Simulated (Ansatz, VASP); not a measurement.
**Two plane-wave programs on Cu**

Contents of INCAR:

```
SYSTEM = Cu
PREC     = Accurate       ! precision mode
ENCUT    = 520            ! plane-wave cutoff, eV
EDIFF    = 1E-7           ! SCF threshold, eV
ISMEAR   = 0              ! smearing method
SIGMA    = 0.15           ! smearing width, eV
LREAL    = .FALSE.        ! projectors in reciprocal space
LASPH    = .TRUE.         ! aspherical terms in the spheres
NELM     = 60             ! most SCF steps
ALGO     = Fast           ! electronic algorithm
ISIF     = 2              ! what is computed and relaxed
LWAVE    = .FALSE.        ! write WAVECAR
LCHARG   = .FALSE.        ! write CHGCAR
GGA      = PS             ! functional
NBANDS   = 18             ! bands
```

Contents of KPOINTS:

```
regular mesh
0
G
  22 22 20
  0 0 0
```

File POSCAR:

```
Cu
1.0
    1.1333331948     -3.8453806926      0.0000000000
    1.1333331948      3.8453806926      0.0000000000
    0.0000000000      0.0000000000      2.3964584993
Cu
2
Direct
    0.1338543804      0.8661456196      0.2500000000
    0.8661456196      0.1338543804      0.7500000000
```

Input for Ansatz:

```yaml
crystal:
  lattice:
    - [1.1333331948, -3.8453806926, 0.0]
    - [1.1333331948, 3.8453806926, 0.0]
    - [0.0, 0.0, 2.3964584993]
  atoms:
    - { symbol: Cu, position: [0.1338543804, 0.8661456196, 0.25] }
    - { symbol: Cu, position: [0.8661456196, 0.1338543804, 0.75] }
basis:
  ecutwfc: 520.0
kpoints:
  mp_grid: { grid: [22, 22, 20] }
hamiltonian:
  xc: pbesol
  pseudopotentials: { kind: paw, azcp: { folder: soft_1 } }
scf:
  occupations: { method: gaussian, width: 0.15 }
output:
  forces: true
  stress: true
  eigenvalues: true
```

Change from the starting cell: volume 10.444 Å^3 an atom, stretch along a over the lengths across it, relative to the relaxed cell 0.9607.

Alike in both runs: task single point; functional PBEsol; k mesh 22 × 22 × 20; occupations gaussian, width 0.15 eV; no spin polarisation.

|  | VASP | Ansatz |
| --- | --- | --- |
| version | VASP 6.6.1 | Ansatz 0.2.0 |
| potentials or method | VASP PAW PBE potentials, release 64 (Cu), cutoff 520 eV | scalar-relativistic, plane waves, PAW |
| valence electrons in the cell | 22 | 38 |

Ansatz gave:

```
gap on the k mesh at the Fermi level (eV)                     : none
pressure (GPa)                                                : 27.0
traceless stress, the component that is largest in VASP (GPa) : 10.82
rms of the force components (eV/Å)                            : 0.205
```

Question: Estimate VASP's values.

Answer: gap on the k mesh at the Fermi level (eV): none; pressure (GPa): 27.7; traceless stress, the component that is largest in VASP (GPa): 10.64; rms of the force components (eV/Å): 0.210.

VASP's potentials were made for PBE, not for PBEsol, and Ansatz warns of the same on its side. Atom by atom the forces differ by 0.006 eV/Å (rms over components). A gap of «none» marks a metal or a gap that the smearing closes. VASP's potentials hold 22 valence electrons a cell and Ansatz's 38, so a difference there can come from the potentials and not from the codes.
